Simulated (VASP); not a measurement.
# Nb2B (P6/mmm) in VASP: further runs, part 2 of 3

VASP 6.6.1. The steps go on from the part before.

### 3 Single point, PBE

This run uses another cell than the first one, of 15.79 Å³/atom, 1.115 times its volume.

INCAR reads:

```
SYSTEM = Nb2B
ALGO = Fast
EDIFF = 1E-7
ENCUT = 520
GGA = PE
ISIF = 2
ISMEAR = 0
LASPH = .True.
LCHARG = .True.
LELF = .True.
LREAL = .False.
LVHAR = .True.
LWAVE = .False.
NBANDS = 22
NELM = 80
PREC = Accurate
SIGMA = 0.1
```

KPOINTS reads:

```
k-points
0
Gamma
  6 6 6
  0 0 0
```

POSCAR reads:

```
Nb2B
1.0
    4.4504601301      0.0000000000      0.0000000000
   -2.2252300651      3.8542115312      0.0000000000
    0.0000000000      0.0000000000      2.7614825328
Nb B
2 1
Direct
    0.3333333333      0.6666666667      0.5000000000
    0.6666666667      0.3333333333      0.5000000000
    0.0000000000      0.0000000000      0.5000000000
```

Potentials or basis: VASP PAW PBE potentials, release 64 (Nb_sv, B).

Started as:

```console
> cat potpaw_PBE.64/Nb_sv/POTCAR potpaw_PBE.64/B/POTCAR > POTCAR
> mpirun -np 1 vasp_std > vasp.out
```

OUTCAR:

```text
SYSTEM = Nb2B
   EDIFF = 1E-7
   ENCUT = 520
   GGA = PE
   ISIF = 2
   ISMEAR = 0
   LASPH = .True.
   LREAL = .False.
   NELM = 80
   PREC = Accurate

 ion  position               nearest neighbor table
   1  0.333  0.667  0.500-   2 2.57   2 2.57   3 2.57   3 2.57   3 2.57   2 2.57
   2  0.667  0.333  0.500-   1 2.57   1 2.57   3 2.57   3 2.57   3 2.57   1 2.57
   3  0.000  0.000  0.500-   1 2.57   2 2.57   2 2.57   1 2.57   2 2.57   1 2.57

  LATTYP: Found a hexagonal cell.
 ALAT       =     4.4504601301
 C/A-ratio  =     0.6204937135

  Lattice vectors:

 A1 = (   4.4504601301,   0.0000000000,   0.0000000000)
 A2 = (  -2.2252300651,   3.8542115312,   0.0000000000)
 A3 = (   0.0000000000,   0.0000000000,   2.7614825328)

Analysis of symmetry for initial positions (statically):
=====================================================================
 Subroutine PRICEL returns:
 Original cell was already a primitive cell.

 Routine SETGRP: Setting up the symmetry group for a
 hexagonal supercell.

 Subroutine GETGRP returns: Found 24 space group operations
 (whereof 24 operations were pure point group operations)
 out of a pool of 24 trial point group operations.

The static configuration has the point symmetry D_6h.

Analysis of symmetry for dynamics (positions and initial velocities):
=====================================================================
 Subroutine PRICEL returns:
 Original cell was already a primitive cell.

 Routine SETGRP: Setting up the symmetry group for a
 hexagonal supercell.

 Subroutine GETGRP returns: Found 24 space group operations
 (whereof 24 operations were pure point group operations)
 out of a pool of 24 trial point group operations.

The dynamic configuration has the point symmetry D_6h.

 Subroutine INISYM returns: Found 24 space group operations
 (whereof 24 operations are pure point group operations),
 and found     1 'primitive' translations

----------------------------------------------------------------------------------------

                                     Primitive cell

  volume of cell :      47.3678

  direct lattice vectors                    reciprocal lattice vectors
     4.450460130  0.000000000  0.000000000     0.224695868  0.129728220  0.000000000
    -2.225230065  3.854211531  0.000000000     0.000000000  0.259456439  0.000000000
     0.000000000  0.000000000  2.761482533     0.000000000  0.000000000  0.362124326

  length of vectors
     4.450460130  4.450460130  2.761482533     0.259456439  0.259456439  0.362124326

  position of ions in fractional coordinates (direct lattice)
     0.333333333  0.666666667  0.500000000
     0.666666667  0.333333333  0.500000000
     0.000000000  0.000000000  0.500000000

  ion indices of the primitive-cell ions
   primitive index   ion index
                 1           1
                 2           2
                 3           3

----------------------------------------------------------------------------------------

 KPOINTS: k-points

Automatic generation of k-mesh.
 Grid dimensions read from file:
 generate k-points for:    6    6    6

 Generating k-lattice:

  Cartesian coordinates                     Fractional coordinates (reciprocal lattice)
     0.037449311  0.021621370  0.000000000     0.166666667 -0.000000000  0.000000000
     0.000000000  0.043242740  0.000000000     0.000000000  0.166666667  0.000000000
     0.000000000  0.000000000  0.060354054     0.000000000  0.000000000  0.166666667

  Length of vectors
     0.043242740  0.043242740  0.060354054

  Shift w.r.t. Gamma in fractional coordinates (k-lattice)
     0.000000000  0.000000000  0.000000000

 Subroutine IBZKPT returns following result:
 ===========================================

 Found     28 irreducible k-points:

 Following reciprocal coordinates:
            Coordinates               Weight
  0.000000  0.000000  0.000000      1.000000
  0.166667  0.000000  0.000000      6.000000
  0.333333  0.000000  0.000000      6.000000
  0.500000  0.000000  0.000000      3.000000
  0.166667  0.166667  0.000000      6.000000
  0.333333  0.166667  0.000000     12.000000
[... 16 lines left out ...]
  0.166667  0.000000  0.500000      6.000000
  0.333333  0.000000  0.500000      6.000000
 [... further k-points ...]
   k-points           NKPTS =     28   k-points in BZ     NKDIM =     28   number of bands    NBANDS=     22
   number of dos      NEDOS =    301   number of ions     NIONS =      3
   total plane-waves  NPLWV =  31104
   dimension x,y,z NGX =    36 NGY =   36 NGZ =   24
   dimension x,y,z NGXF=    72 NGYF=   72 NGZF=   48
   ions per type =               2   1
   NGX,Y,Z   is equivalent  to a cutoff of  13.45, 13.45, 14.45 a.u.
   NGXF,Y,Z  is equivalent  to a cutoff of  26.90, 26.90, 28.90 a.u.
 SYSTEM =  Nb2B
   PREC   = accura    normal or accurate (medium, high low for compatibility)
   ISTART =      0    job   : 0-new  1-cont  2-samecut
   ICHARG =      2    charge: 1-file 2-atom 10-const
   ISPIN  =      1    spin polarized calculation?
   LNONCOLLINEAR =      F non collinear calculations
   LSORBIT =      F    spin-orbit coupling
   LASPH  =      T    aspherical Exc in radial PAW
   ENCUT  =  520.0 eV  38.22 Ry    6.18 a.u.   8.27  8.27  5.13*2*pi/ulx,y,z
   NELM   =     80;   NELMIN=  2; NELMDL= -5     # of ELM steps
   EDIFF  = 0.1E-06   stopping-criterion for ELM
   LREAL  =      F    real-space projection
   EDIFFG = 0.1E-05   stopping-criterion for IOM
   NSW    =      0    number of steps for IOM
   IBRION =     -1    ionic relax: 0-MD 1-quasi-New 2-CG
   NFREE  =      0    steps in history (QN), initial steepest desc. (CG)
   ISIF   =      2    stress and relaxation
   ISYM   =      2    0-nonsym 1-usesym 2-fastsym
   POTIM  = 0.5000    time-step for ionic-motion
   TEBEG  =    0.0;   TEEND  =   0.0 temperature during run
   PSTRESS=    0.0 pullay stress
   NELECT =      29.0000    total number of electrons
   NUPDOWN=      -1.0000    fix difference up-down
   EMIN   =  10.00;   EMAX   =-10.00  energy-range for DOS
   EFERMI =   0.00;   METHOD = LEGACY
   ISMEAR =     0;   SIGMA  =   0.10  broadening in eV -4-tet -1-fermi 0-gaus
   EFERMI_NEDOS =   21; number of points for ismear=-14 and -15
   IALGO  =     68    algorithm
   IMIX   =      4    mixing-type and parameters
     AMIX     =   0.40;   BMIX     =  1.00
     AMIX_MAG =   1.60;   BMIX_MAG =  1.00
  volume/ion in A,a.u.               =      15.79       106.55
  Fermi-wavevector in a.u.,A,eV,Ry     =   1.390102  2.626911 26.291664  1.932383
  Thomas-Fermi vector in A             =   2.514069
   LORBIT       =      0    0 simple, 1 ext, 2 COOP (PROOUT), +10 PAW based schemes
   GGA     = PE    functional components
   LHFCALC =     F    Hartree Fock is set to
   AEXX    =    0.0000 exact exchange contribution
   IVDW    =     0    specifies the selected vdW correction
   LEPSILON=     F    determine dielectric tensor
   LRPA    =     F    only Hartree local field effects (RPA)
 non-spin polarized calculation
 RMM-DIIS sequential band-by-band and
 Gauss-broadening in eV      SIGMA  =   0.10
  energy-cutoff  :      520.00
  volume of cell :       47.37
 maximum number of plane-waves:      1290
 NGX is ok and might be reduce to    36
   NGX = 17   NGY = 17   NGZ = 11

 number of electron      29.0000000 magnetization

 Free energy of the ion-electron system (eV)
  ---------------------------------------------------
  ext. energy  EPLUGINS =         0.00000000
  ---------------------------------------------------
  free energy    TOTEN  =       -24.55723340 eV

  energy without entropy =      -24.54864335  energy(sigma->0) =      -24.55293837

 E-fermi :   9.3351     XC(G=0): -11.8861

 val. band max:        9.2805689604   @ k =   0.3333   0.1667   0.5000
 cond. band min:       9.3800913713   @ k =   0.3333   0.3333   0.3333
 fundamental gap:      0.0995224108
 Fermi energy:         9.3351001736

 k-point     1 :       0.0000    0.0000    0.0000
  band No.  band energies     occupation
      1     -45.4747      2.00000
      2     -44.9761      2.00000
      3     -22.1506      2.00000
      4     -22.1506      2.00000
      5     -20.7617      2.00000
      6     -20.7215      2.00000
[... 574 lines left out ...]
      6     -21.6492      2.00000
[... 14 lines left out ...]
     21      14.5165      0.00000
     22      15.5690      0.00000

 [... further k-points ...]

------------------------ aborting loop because EDIFF is reached ----------------------------------------

  FORCE on cell =-STRESS in cart. coord.  units (eV):
  Direction    XX          YY          ZZ          XY          YZ          ZX
  --------------------------------------------------------------------------------------
  -------------------------------------------------------------------------------------
  Total       -0.0595904     -0.0595904     -0.0619468      0.0000000     -0.0000000      0.0000000
  in kB       -2.0156000     -2.0156000     -2.0953016      0.0000000     -0.0000000      0.0000000
  external PRESSURE =      -2.0421672 kB  Pullay stress =       0.0000000 kB

 VOLUME and BASIS-vectors are now :
 -----------------------------------------------------------------------------
  energy-cutoff  :      520.00
  volume of cell :       47.37
      direct lattice vectors                 reciprocal lattice vectors
     4.450460130  0.000000000  0.000000000     0.224695868  0.129728220  0.000000000
    -2.225230065  3.854211531  0.000000000     0.000000000  0.259456439  0.000000000
     0.000000000  0.000000000  2.761482533     0.000000000  0.000000000  0.362124326

 POSITION                                       TOTAL-FORCE (eV/Angst)
 -----------------------------------------------------------------------------------
     -0.00000      2.56947      1.38074         0.000000      0.000000      0.000000
      2.22523      1.28474      1.38074        -0.000000      0.000000     -0.000000
      0.00000      0.00000      1.38074        -0.000000      0.000000     -0.000000
 -----------------------------------------------------------------------------------
    total drift:                                0.000000     -0.000000     -0.000000

  FREE ENERGIE OF THE ION-ELECTRON SYSTEM (eV)
  ---------------------------------------------------
  free  energy   TOTEN  =       -24.5572333969 eV

  energy  without entropy=      -24.5486433498  energy(sigma->0) =      -24.55293837
```

OSZICAR:

```text
N       E                     dE             d eps       ncg     rms          rms(c)
DAV:   1     0.316727462070E+03    0.31673E+03   -0.15732E+04  1232   0.133E+03
DAV:   2     0.318308703599E+00   -0.31641E+03   -0.30408E+03  1450   0.522E+02
DAV:   3    -0.246100257779E+02   -0.24928E+02   -0.23655E+02  2402   0.104E+02
[... 22 lines left out ...]
RMM:  26    -0.245572325909E+02   -0.57157E-06   -0.52105E-06  1437   0.901E-03    0.978E-04
RMM:  27    -0.245572329457E+02   -0.35484E-06   -0.30170E-06  1407   0.725E-03    0.829E-04
RMM:  28    -0.245572331818E+02   -0.23611E-06   -0.20882E-06  1347   0.588E-03    0.926E-04
RMM:  29    -0.245572333447E+02   -0.16287E-06   -0.13554E-06  1301   0.489E-03    0.918E-04
RMM:  30    -0.245572333969E+02   -0.52177E-07   -0.90935E-07  1246   0.386E-03
   1 F= -.24557233E+02 E0= -.24552938E+02  d E =-.859005E-02
```

It took 44 s on 1 thread of Intel Xeon 6975P-C (Granite Rapids), shared host; peak memory 0.18 GiB.

What came out:

| Property | Result |
| --- | --- |
| Free energy | -24.5572 eV |
| Pressure | -0.2 GPa |

Levels at points of the mesh, in eV from the Fermi level:
```csv
k point,band 11,band 12,band 13,band 14,band 15,band 16,band 17,band 18
"(0.00, 0.00, 0.00)",-3.36,-3.24,-0.81,0.18,0.18,2.04,2.04,2.63
"(0.50, 0.00, 0.00)",-3.05,-2.33,-2.22,-1.48,0.59,1.69,1.87,2.92
"(0.00, 0.00, 0.50)",-2.66,-2.54,-1.88,-1.88,0.57,0.57,1.11,1.11
"(0.50, 0.00, 0.50)",-3.35,-2.12,-1.97,-0.85,-0.52,1.47,2.12,2.82
```

Caveat: the k points lie up to 0.38 Å⁻¹ apart.

### 4 Relaxation of cell and atoms, PBE

INCAR reads:

```
SYSTEM = Nb2B
PREC = Accurate ; ENCUT = 600
EDIFF = 1E-6 ; ISMEAR = 0
SIGMA = 0.1 ; LREAL = .False.
LASPH = .True. ; NELM = 60
ALGO = Fast ; ISIF = 3
LWAVE = .False. ; LCHARG = .False.
GGA = PE ; IBRION = 2
NSW = 90 ; EDIFFG = -0.04
```

KPOINTS reads:

```
regular mesh
0
Gamma
  6 6 6
  0 0 0
```

POSCAR reads:

```
Nb2B
1.0
    3.9398468400      0.0000000000      0.0000000000
   -1.9699234200      3.4120074500      0.0000000000
    0.0000000000      0.0000000000      3.1594450100
Nb B
2 1
Direct
    0.3333333300      0.6666666700      0.5000000000
    0.6666666700      0.3333333300      0.5000000000
    0.0000000000      0.0000000000      0.5000000000
```

Started as:

```console
> cat potpaw_PBE.64/Nb_sv/POTCAR potpaw_PBE.64/B/POTCAR > POTCAR
> mpirun -np 1 vasp_std > vasp.out
```

It took 5.1 min on 1 thread of Intel Xeon 6975P-C (Granite Rapids), shared host; peak memory 0.19 GiB.

It converged, with:

* Free energy: -24.5536 eV
* Relaxed volume: 15.78 Å³/atom
* Relaxed cell: a = 4.448 Å, b = 4.448 Å, c = 2.762 Å, α = 90.00°, β = 90.00°, γ = 120.00°
* Space group after relaxing (to 0.05 Å): P6/mmm (No. 191)
* Energy gained by relaxing: 700.3 meV/atom
* Ionic steps: 12
* Pressure after relaxing: -0.1 GPa

Stress tensor (GPa, compression positive):
```
-0.01  0.00  0.00
 0.00 -0.01  0.00
 0.00  0.00 -0.26
```

The path:
```csv
step,energy change (eV),largest force (eV/Å),pressure (GPa),volume (Å³)
1,0.0000,0.0000,42.84,42.47
2,1.3360,0.0000,-27.25,68.46
3,-1.4843,0.0000,-3.97,51.11
4,-1.6277,0.0000,-7.92,52.33
5,-1.6337,0.0000,-6.40,51.75
6,-2.0215,0.0000,-2.12,48.48
7,-2.0925,0.0000,0.92,47.15
8,-2.0965,0.0000,2.15,46.66
9,-2.0969,0.0000,1.88,46.77
10,-2.0944,0.0000,-1.24,47.69
11,-2.1007,0.0000,0.36,47.17
12,-2.1010,0.0000,-0.09,47.34
```

Final structure:
```
Nb B
1.0
     4.44822    0.00000    0.00000
    -2.22411    3.85227    0.00000
     0.00000    0.00000    2.76242
Nb B
2 1
Cartesian
  0.0000 2.5682 1.3812
  2.2241 1.2841 1.3812
  0.0000 0.0000 1.3812
```

Levels at points of the mesh, in eV from the Fermi level:
```csv
k point,band 11,band 12,band 13,band 14,band 15,band 16,band 17,band 18
"(0.00, 0.00, 0.00)",-3.36,-3.24,-0.80,0.18,0.18,2.03,2.03,2.64
"(0.50, 0.00, 0.00)",-3.06,-2.33,-2.22,-1.48,0.60,1.68,1.86,2.92
"(0.00, 0.00, 0.50)",-2.66,-2.54,-1.88,-1.88,0.58,0.58,1.11,1.11
"(0.50, 0.00, 0.50)",-3.36,-2.12,-1.98,-0.85,-0.52,1.47,2.12,2.82
```

### 5 Single point, PBE

This run uses another cell than the first one, of 15.80 Å³/atom, 1.116 times its volume.

INCAR reads:

```
SYSTEM = Nb2B
PREC     = Accurate       ! precision mode
ENCUT    = 520            ! plane-wave cutoff, eV
EDIFF    = 1E-6           ! SCF threshold, eV
ISMEAR   = 0              ! smearing method
SIGMA    = 0.1            ! smearing width, eV
LREAL    = .FALSE.        ! projectors in reciprocal space
LASPH    = .TRUE.         ! aspherical terms in the spheres
NELM     = 80             ! most SCF steps
ALGO     = Fast           ! electronic algorithm
ISIF     = 2              ! what is computed and relaxed
LWAVE    = .FALSE.        ! write WAVECAR
LCHARG   = .FALSE.        ! write CHGCAR
GGA      = PE             ! functional
NBANDS   = 22             ! bands
```

KPOINTS reads:

```
regular mesh
0
G
  12 12 16
  0 0 0
```

POSCAR reads:

```
Nb2B
1.0
    4.4604608289      0.0000000000      0.0000000000
   -2.2302304145      3.8628723904      0.0000000000
    0.0000000000      0.0000000000      2.7502157603
Nb B
2 1
Direct
    0.3333333333      0.6666666667      0.5000000000
    0.6666666667      0.3333333333      0.5000000000
    0.0000000000      0.0000000000      0.5000000000
```

Started as:

```console
> cat potpaw_PBE.64/Nb_sv/POTCAR potpaw_PBE.64/B/POTCAR > POTCAR
> mpirun -np 1 vasp_std > vasp.out
```

Wall time 2.2 min (1 thread of Intel Xeon 6975P-C (Granite Rapids), shared host); peak memory 0.28 GiB.

The run converged. Its results:

```
Free energy : -24.5657 eV
Pressure    : -0.2 GPa
```

Levels at points of the mesh, in eV from the Fermi level:
| k point | band 11 | band 12 | band 13 | band 14 | band 15 | band 16 | band 17 | band 18 |
| --- | --- | --- | --- | --- | --- | --- | --- | --- |
| (0.00, 0.00, 0.00) | -3.42 | -3.29 | -0.90 | 0.10 | 0.10 | 2.06 | 2.06 | 2.50 |
| (0.50, 0.00, 0.00) | -3.10 | -2.39 | -2.28 | -1.55 | 0.50 | 1.71 | 1.89 | 2.83 |
| (0.00, 0.00, 0.50) | -2.73 | -2.60 | -1.90 | -1.90 | 0.48 | 0.48 | 1.06 | 1.06 |
| (0.50, 0.00, 0.50) | -3.42 | -2.15 | -1.99 | -0.91 | -0.56 | 1.36 | 2.01 | 2.75 |

(Part 2 of 3 ends here.)
